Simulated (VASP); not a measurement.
# Bi2Te3 (R3m) in VASP: a series of runs

Bi2Te3 is run at these levels: PBE; tasks: electric field gradients.

Program: VASP 6.6.1. These are calculated values, not measurements. Logs are shortened: lines on timing, memory, paths and dates and some standing lists are left out, and cuts for length are marked.

## (1) The cell of the first run

The structure is trigonal, space group R3m (No. 160). Conventional cell: a = 4.402 Å, b = 4.402 Å, c = 29.740 Å, α = 90.00°, β = 90.00°, γ = 120.00°. Within 4.0 Å of Bi (site symmetry 3m) lie 3 Te at 3.02 Å and 3 Bi at 3.41 Å. Bi (site symmetry 3m) has 9 Te at 3.26 to 4.66 Å and 9 Bi at 3.41 to 4.40 Å within 4.7 Å. Te (site symmetry 3m) has 6 Te at 3.03 to 3.43 Å within 4.0 Å. Te (site symmetry 3m) has 3 Bi at 3.02 Å and 3 Te at 3.43 Å within 4.0 Å. Te (site symmetry 3m) has 3 Te at 3.03 Å and 3 Bi at 3.26 Å within 4.0 Å.

## (2) Electric field gradients, PBE (33.28 Å³/atom)

File INCAR:

```
ALGO = Normal ; EDIFF = 1E-8
ENCUT = 520 ; GGA = PE
ISIF = 2 ; ISMEAR = -1
LASPH = True ; LCHARG = False
LEFG = True ; LREAL = False
LWAVE = False ; NBANDS = 32
NELM = 60 ; PREC = Accurate
SIGMA = 0.08
```

File KPOINTS:

```
k-points
0
Gamma
  8 8 8
```

File POSCAR:

```
Bi2Te3
1.0
    2.2011149069      1.2708142840      9.9134032967
   -2.2011149069      1.2708142840      9.9134032967
    0.0000000000     -2.5416285680      9.9134032967
Bi Te
2 3
Direct
    0.8120000000      0.8120000000      0.8120000000
    0.4020000000      0.4020000000      0.4020000000
    0.6110000000      0.6110000000      0.6110000000
    0.2000000000      0.2000000000      0.2000000000
    0.0000000000      0.0000000000      0.0000000000
```

Potentials or basis: VASP PAW PBE potentials, release 64 (Bi_d, Te).

The run is started by

```
cat potpaw_PBE.64/Bi_d/POTCAR potpaw_PBE.64/Te/POTCAR > POTCAR
mpirun -np 1 vasp_std > vasp.out
```

OUTCAR:

```text
EDIFF = 1E-8
   ENCUT = 520
   GGA = PE
   ISIF = 2
   ISMEAR = -1
   LASPH = True
   LREAL = False
   NELM = 60
   PREC = Accurate

 ion  position               nearest neighbor table
   1  0.812  0.812  0.812-   4 3.02   4 3.02   4 3.02   2 3.41   2 3.41   2 3.41
   2  0.402  0.402  0.402-   5 3.26   5 3.26   5 3.26   1 3.41   1 3.41   1 3.41
   3  0.611  0.611  0.611-   5 3.03   5 3.03   5 3.03   4 3.43   4 3.43   4 3.43
   4  0.200  0.200  0.200-   1 3.02   1 3.02   1 3.02   3 3.43   3 3.43   3 3.43
   5  0.000  0.000  0.000-   3 3.03   3 3.03   3 3.03   2 3.26   2 3.26   2 3.26

  LATTYP: Found a trigonal (rhomboedric) cell.
 ALAT       =    10.2340334522
 COS(alpha) =     0.9074829532

  Lattice vectors:

 A1 = (   2.2011149069,   1.2708142840,   9.9134032967)
 A2 = (  -2.2011149069,   1.2708142840,   9.9134032967)
 A3 = (   0.0000000000,  -2.5416285680,   9.9134032967)

Analysis of symmetry for initial positions (statically):
=====================================================================
 Subroutine PRICEL returns:
 Original cell was already a primitive cell.

 Routine SETGRP: Setting up the symmetry group for a
 trigonal (rhombohedral) supercell.

 Subroutine GETGRP returns: Found  6 space group operations
 (whereof  6 operations were pure point group operations)
 out of a pool of 12 trial point group operations.

The static configuration has the point symmetry C_3v.

Analysis of symmetry for dynamics (positions and initial velocities):
=====================================================================
 Subroutine PRICEL returns:
 Original cell was already a primitive cell.

 Routine SETGRP: Setting up the symmetry group for a
 trigonal (rhombohedral) supercell.

 Subroutine GETGRP returns: Found  6 space group operations
 (whereof  6 operations were pure point group operations)
 out of a pool of 12 trial point group operations.

The dynamic configuration has the point symmetry C_3v.

 Subroutine INISYM returns: Found  6 space group operations
 (whereof  6 operations are pure point group operations),
 and found     1 'primitive' translations

----------------------------------------------------------------------------------------

                                     Primitive cell

  volume of cell :     166.3791

  direct lattice vectors                    reciprocal lattice vectors
     2.201114907  1.270814284  9.913403297     0.227157609  0.131149507  0.033624511
    -2.201114907  1.270814284  9.913403297    -0.227157609  0.131149507  0.033624511
     0.000000000 -2.541628568  9.913403297     0.000000000 -0.262299014  0.033624511

  length of vectors
    10.234033452 10.234033452 10.234033452     0.264445420  0.264445420  0.264445420

  position of ions in fractional coordinates (direct lattice)
     0.812000000  0.812000000  0.812000000
     0.402000000  0.402000000  0.402000000
     0.611000000  0.611000000  0.611000000
     0.200000000  0.200000000  0.200000000
     0.000000000  0.000000000  0.000000000

  ion indices of the primitive-cell ions
   primitive index   ion index
                 1           1
                 2           2
                 3           3
                 4           4
                 5           5

----------------------------------------------------------------------------------------

 KPOINTS: k-points

Automatic generation of k-mesh.
 Grid dimensions read from file:
 generate k-points for:    8    8    8

 Generating k-lattice:

  Cartesian coordinates                     Fractional coordinates (reciprocal lattice)
[... 48 lines left out ...]
   NGX,Y,Z   is equivalent  to a cutoff of  13.00, 13.00, 13.00 a.u.
   NGXF,Y,Z  is equivalent  to a cutoff of  25.99, 25.99, 25.99 a.u.
 SYSTEM =  unknown system
   PREC   = accura    normal or accurate (medium, high low for compatibility)
   ISTART =      0    job   : 0-new  1-cont  2-samecut
   ICHARG =      2    charge: 1-file 2-atom 10-const
   ISPIN  =      1    spin polarized calculation?
   LNONCOLLINEAR =      F non collinear calculations
   LSORBIT =      F    spin-orbit coupling
   LASPH  =      T    aspherical Exc in radial PAW
   ENCUT  =  520.0 eV  38.22 Ry    6.18 a.u.  19.03 19.03 19.03*2*pi/ulx,y,z
   NELM   =     60;   NELMIN=  2; NELMDL= -5     # of ELM steps
   EDIFF  = 0.1E-07   stopping-criterion for ELM
   LREAL  =      F    real-space projection
   EDIFFG = 0.1E-06   stopping-criterion for IOM
   NSW    =      0    number of steps for IOM
   IBRION =     -1    ionic relax: 0-MD 1-quasi-New 2-CG
   NFREE  =      0    steps in history (QN), initial steepest desc. (CG)
   ISIF   =      2    stress and relaxation
   ISYM   =      2    0-nonsym 1-usesym 2-fastsym
   POTIM  = 0.5000    time-step for ionic-motion
   TEBEG  =    0.0;   TEEND  =   0.0 temperature during run
   PSTRESS=    0.0 pullay stress
   NELECT =      48.0000    total number of electrons
   NUPDOWN=      -1.0000    fix difference up-down
   EMIN   =  10.00;   EMAX   =-10.00  energy-range for DOS
   EFERMI =   0.00;   METHOD = LEGACY
   ISMEAR =    -1;   SIGMA  =   0.08  broadening in eV -4-tet -1-fermi 0-gaus
   EFERMI_NEDOS =   21; number of points for ismear=-14 and -15
   IALGO  =     38    algorithm
   IMIX   =      4    mixing-type and parameters
     AMIX     =   0.40;   BMIX     =  1.00
     AMIX_MAG =   1.60;   BMIX_MAG =  1.00
  volume/ion in A,a.u.               =      33.28       224.56
  Fermi-wavevector in a.u.,A,eV,Ry     =   1.081739  2.044189 15.920970  1.170158
  Thomas-Fermi vector in A             =   2.217763
   LORBIT       =      0    0 simple, 1 ext, 2 COOP (PROOUT), +10 PAW based schemes
   GGA     = PE    functional components
   LHFCALC =     F    Hartree Fock is set to
   AEXX    =    0.0000 exact exchange contribution
   IVDW    =     0    specifies the selected vdW correction
   LEPSILON=     F    determine dielectric tensor
   LRPA    =     F    only Hartree local field effects (RPA)
 non-spin polarized calculation
  energy-cutoff  :      520.00
  volume of cell :      166.38
 maximum number of plane-waves:      4518
 NGX is ok and might be reduce to    80
   NGX = 39   NGY = 39   NGZ = 39

 number of electron      47.9999999 magnetization

 Free energy of the ion-electron system (eV)
  ---------------------------------------------------
  ext. energy  EPLUGINS =         0.00000000
  ---------------------------------------------------
  free energy    TOTEN  =       -16.89945077 eV

  energy without entropy =      -16.86583747  energy(sigma->0) =      -16.88264412

 E-fermi :   6.5911     XC(G=0):  -9.4478

 val. band max:        6.5558250475   @ k =   0.5000   0.5000   0.3750
 cond. band min:       6.6103488586   @ k =   0.1250   0.1250   0.1250
 fundamental gap:      0.0545238111
 Fermi energy:         6.5910691179

 k-point     1 :       0.0000    0.0000    0.0000
  band No.  band energies     occupation
      1     -16.5777      2.00000
      2     -16.5777      2.00000
      3     -16.5493      2.00000
      4     -16.5493      2.00000
      5     -16.5441      2.00000
      6     -15.9803      2.00000
[... 829 lines left out ...]
     31      10.3199      0.00000
     32      11.5944      0.00000

 [... further k-points ...]

------------------------ aborting loop because EDIFF is reached ----------------------------------------

  FORCE on cell =-STRESS in cart. coord.  units (eV):
  Direction    XX          YY          ZZ          XY          YZ          ZX
  --------------------------------------------------------------------------------------
  -------------------------------------------------------------------------------------
  Total        2.5827161      2.5827161      1.6398520      0.0000000     -0.0000000     -0.0000000
  in kB       24.8707237     24.8707237     15.7912464      0.0000000     -0.0000000     -0.0000000
  external PRESSURE =      21.8442313 kB  Pullay stress =       0.0000000 kB

 VOLUME and BASIS-vectors are now :
 -----------------------------------------------------------------------------
  energy-cutoff  :      520.00
  volume of cell :      166.38
      direct lattice vectors                 reciprocal lattice vectors
     2.201114907  1.270814284  9.913403297     0.227157609  0.131149507  0.033624511
    -2.201114907  1.270814284  9.913403297    -0.227157609  0.131149507  0.033624511
     0.000000000 -2.541628568  9.913403297     0.000000000 -0.262299014  0.033624511

 POSITION                                       TOTAL-FORCE (eV/Angst)
 -----------------------------------------------------------------------------------
      0.00000      0.00000     24.14905         0.000000      0.000000     -0.917760
      0.00000      0.00000     11.95556         0.000000      0.000000     -0.423968
      0.00000      0.00000     18.17127         0.000000     -0.000000     -0.766867
      0.00000      0.00000      5.94804         0.000000      0.000000      0.867783
      0.00000      0.00000      0.00000         0.000000     -0.000000      1.240812
 -----------------------------------------------------------------------------------
    total drift:                               -0.000000     -0.000000      0.000363

  FREE ENERGIE OF THE ION-ELECTRON SYSTEM (eV)
  ---------------------------------------------------
  free  energy   TOTEN  =       -16.8994507726 eV

  energy  without entropy=      -16.8658374738  energy(sigma->0) =      -16.88264412

 Electric field gradients (V/A^2)
---------------------------------------------------------------------
 ion       V_xx      V_yy      V_zz      V_xy      V_xz      V_yz
---------------------------------------------------------------------
   1      25.393    25.393   -50.787     0.000     0.000     0.000
   2       0.698     0.698    -1.396    -0.000    -0.000     0.000
   3      -4.143    -4.143     8.287    -0.000    -0.000     0.000
   4      -7.147    -7.147    14.294    -0.000    -0.000     0.000
   5     -11.930   -11.930    23.860     0.000    -0.000     0.000
---------------------------------------------------------------------

 Electric field gradients after diagonalization (V/A^2)
 (convention: |V_zz| > |V_xx| > |V_yy|)
----------------------------------------------------------------------
 ion       V_xx      V_yy      V_zz     asymmetry (V_yy - V_xx)/ V_zz
----------------------------------------------------------------------
   1      25.393    25.393   -50.787       0.000
   2       0.698     0.698    -1.396       0.000
   3      -4.143    -4.143     8.287       0.000
   4      -7.147    -7.147    14.294       0.000
   5     -11.930   -11.930    23.860       0.000
----------------------------------------------------------------------

           NMR quadrupolar parameters

 Cq : quadrupolar parameter    Cq=e*Q*V_zz/h
 eta: asymmetry parameters     (V_yy - V_xx)/ V_zz
 Q  : nuclear electric quadrupole moment in mb (millibarn)
----------------------------------------------------------------------
 ion       Cq(MHz)       eta       Q (mb)
----------------------------------------------------------------------
   1      -0.123       0.000       1.000
   2      -0.003       0.000       1.000
   3       0.020       0.000       1.000
   4       0.035       0.000       1.000
   5       0.058       0.000       1.000
----------------------------------------------------------------------
```

It took 55 min on 1 thread of AMD EPYC 7R43 (Zen 3), shared host; peak memory 1 GiB.

Results:

| Item | Value |
| --- | --- |
| Free energy | -16.8995 eV |
| Pressure | 2.2 GPa |
| Largest force | 1.241 eV/Å |
| Band gap on the k mesh | zero (bands 24 and 25 overlap by 0.17 eV) |
| Largest electric field gradient by atom | Bi -50.8, -1.4; Te +8.3, +14.3, +23.9 V/Å² |

Forces in eV/Å, atoms in the order of the input:
```
Bi   0.000  0.000 -0.918
Bi   0.000  0.000 -0.424
Te   0.000  0.000 -0.767
Te   0.000  0.000  0.868
Te   0.000  0.000  1.241
```

Stress tensor (GPa, compression positive):
```
2.49 0.00 0.00
0.00 2.49 0.00
0.00 0.00 1.58
```

Electric field gradients, principal values (V/Å²):
```
atom    least   middle  greatest (by size)
1 Bi   25.393   25.393             -50.787
2 Bi    0.698    0.698              -1.396
3 Te   -4.143   -4.143               8.287
4 Te   -7.147   -7.147              14.294
5 Te  -11.930  -11.930              23.860
```

Caveat: without QUAD_EFG the Cq values of the log hold for a quadrupole moment of 1 mb, not for the nuclei; spin-orbit coupling is left out, which moves the levels of the heavy elements; forces of over 1 eV/Å act on the atoms, so gaps and moduli don't describe the material at rest.

## (3) Electric field gradients, PBE (32.27 Å³/atom)

This run uses another cell than the first one, of 32.27 Å³/atom.

File INCAR:

```
SYSTEM = Bi2Te3
  ALGO = Normal
  EDIFF = 1E-8
  ENCUT = 520
  GGA = PE
  ISIF = 2
  ISMEAR = -1
  LASPH = .TRUE.
  LCHARG = .FALSE.
  LEFG = .TRUE.
  LREAL = .FALSE.
  LWAVE = .FALSE.
  NBANDS = 32
  NELM = 60
  PREC = Accurate
  SIGMA = 0.08
```

File KPOINTS:

```
k-points
0
G
  8 8 8
  0 0 0
```

POSCAR: that of step 2 with these lines changed.

```diff
@@ -2,5 +2,5 @@
 1.0
-    2.2011149069      1.2708142840      9.9134032967
-   -2.2011149069      1.2708142840      9.9134032967
-    0.0000000000     -2.5416285680      9.9134032967
+    2.1786529834      1.2578458864      9.8122390614
+   -2.1786529834      1.2578458864      9.8122390614
+    0.0000000000     -2.5156917729      9.8122390614
 Bi Te
```

Potentials or basis: VASP PAW PBE potentials, release 64 (Bi_d, Te).

The run is started by

```
cat potpaw_PBE.64/Bi_d/POTCAR potpaw_PBE.64/Te/POTCAR > POTCAR
mpirun -np 1 vasp_std > vasp.out
```

OUTCAR:

```text
SYSTEM = Bi2Te3
   EDIFF = 1E-8
   ENCUT = 520
   GGA = PE
   ISIF = 2
   ISMEAR = -1
   LASPH = .TRUE.
   LREAL = .FALSE.
   NELM = 60
   PREC = Accurate

 ion  position               nearest neighbor table
   1  0.812  0.812  0.812-   4 2.99   4 2.99   4 2.99   2 3.38   2 3.38   2 3.38
   2  0.402  0.402  0.402-   5 3.23   5 3.23   5 3.23   1 3.38   1 3.38   1 3.38
   3  0.611  0.611  0.611-   5 3.00   5 3.00   5 3.00   4 3.40   4 3.40   4 3.40
   4  0.200  0.200  0.200-   1 2.99   1 2.99   1 2.99   3 3.40   3 3.40   3 3.40
   5  0.000  0.000  0.000-   3 3.00   3 3.00   3 3.00   2 3.23   2 3.23   2 3.23

  LATTYP: Found a trigonal (rhomboedric) cell.
 ALAT       =    10.1295972523
 COS(alpha) =     0.9074829532

  Lattice vectors:

 A1 = (   2.1786529834,   1.2578458864,   9.8122390614)
 A2 = (  -2.1786529834,   1.2578458864,   9.8122390614)
 A3 = (   0.0000000000,  -2.5156917729,   9.8122390614)
[... 1051 lines left out ...]
      0.00000     -0.00000     23.90261         0.000000      0.000000     -1.090173
      0.00000     -0.00000     11.83356         0.000000      0.000000     -0.397325
      0.00000     -0.00000     17.98583         0.000000      0.000000     -0.922753
      0.00000     -0.00000      5.88734         0.000000     -0.000000      1.067365
      0.00000      0.00000      0.00000         0.000000     -0.000000      1.342885
 -----------------------------------------------------------------------------------
    total drift:                               -0.000000     -0.000000     -0.000643

  FREE ENERGIE OF THE ION-ELECTRON SYSTEM (eV)
  ---------------------------------------------------
  free  energy   TOTEN  =       -16.8017980946 eV

  energy  without entropy=      -16.7696902238  energy(sigma->0) =      -16.78574416

 Electric field gradients (V/A^2)
---------------------------------------------------------------------
 ion       V_xx      V_yy      V_zz      V_xy      V_xz      V_yz
---------------------------------------------------------------------
   1      23.324    23.324   -46.648     0.000     0.000     0.000
   2      -2.016    -2.016     4.032     0.000     0.000     0.000
   3      -4.119    -4.119     8.237    -0.000    -0.000     0.000
   4      -6.875    -6.875    13.750    -0.000    -0.000     0.000
   5     -11.769   -11.769    23.538     0.000    -0.000     0.000
---------------------------------------------------------------------

 Electric field gradients after diagonalization (V/A^2)
 (convention: |V_zz| > |V_xx| > |V_yy|)
----------------------------------------------------------------------
 ion       V_xx      V_yy      V_zz     asymmetry (V_yy - V_xx)/ V_zz
----------------------------------------------------------------------
   1      23.324    23.324   -46.648       0.000
   2      -2.016    -2.016     4.032       0.000
   3      -4.119    -4.119     8.237       0.000
   4      -6.875    -6.875    13.750       0.000
   5     -11.769   -11.769    23.538       0.000
----------------------------------------------------------------------

           NMR quadrupolar parameters

 Cq : quadrupolar parameter    Cq=e*Q*V_zz/h
 eta: asymmetry parameters     (V_yy - V_xx)/ V_zz
 Q  : nuclear electric quadrupole moment in mb (millibarn)
----------------------------------------------------------------------
 ion       Cq(MHz)       eta       Q (mb)
----------------------------------------------------------------------
   1      -0.113       0.000       1.000
   2       0.010       0.000       1.000
   3       0.020       0.000       1.000
   4       0.033       0.000       1.000
   5       0.057       0.000       1.000
----------------------------------------------------------------------
```

stdout:

```text
POSCAR found type information on POSCAR BiTe
 POSCAR found :  2 types and       5 ions
 scaLAPACK will be used
 LDA part: xc-table for (Slater+PW92), standard interpolation
 POSCAR, INCAR and KPOINTS ok, starting setup
 FFT: planning ... GRIDC
 FFT: planning ... GRID_SOFT
 FFT: planning ... GRID
 WAVECAR not read
 entering main loop
ion   1

ion   2

ion   3

ion   4

ion   5
```

Wall time 32 min (1 thread of Intel Xeon Platinum 8375C at 2.90GHz (Ice Lake), shared host); peak memory 1.1 GiB.

What came out:

- Free energy: -16.8018 eV
- Pressure: 4.0 GPa
- Largest force: 1.343 eV/Å
- Band gap on the k mesh: zero (bands 24 and 25 overlap by 0.17 eV)
- Largest electric field gradient by atom: Bi -46.6, +4.0; Te +8.2, +13.8, +23.5 V/Å²

Forces on the atoms (eV/Å):
```
Bi   0.000  0.000 -1.090
Bi   0.000  0.000 -0.397
Te   0.000  0.000 -0.923
Te   0.000  0.000  1.067
Te   0.000  0.000  1.343
```

Electric field gradients, principal values (V/Å²):
| atom | least | middle | greatest (by size) |
| --- | --- | --- | --- |
| 1 Bi | 23.324 | 23.324 | -46.648 |
| 2 Bi | -2.016 | -2.016 | 4.032 |
| 3 Te | -4.119 | -4.119 | 8.237 |
| 4 Te | -6.875 | -6.875 | 13.750 |
| 5 Te | -11.769 | -11.769 | 23.538 |

Caveat: the cell stands under pressure; without QUAD_EFG the Cq values of the log hold for a quadrupole moment of 1 mb, not for the nuclei; spin-orbit coupling is left out, which moves the levels of the heavy elements; forces of over 1 eV/Å act on the atoms, so gaps and moduli don't describe the material at rest.
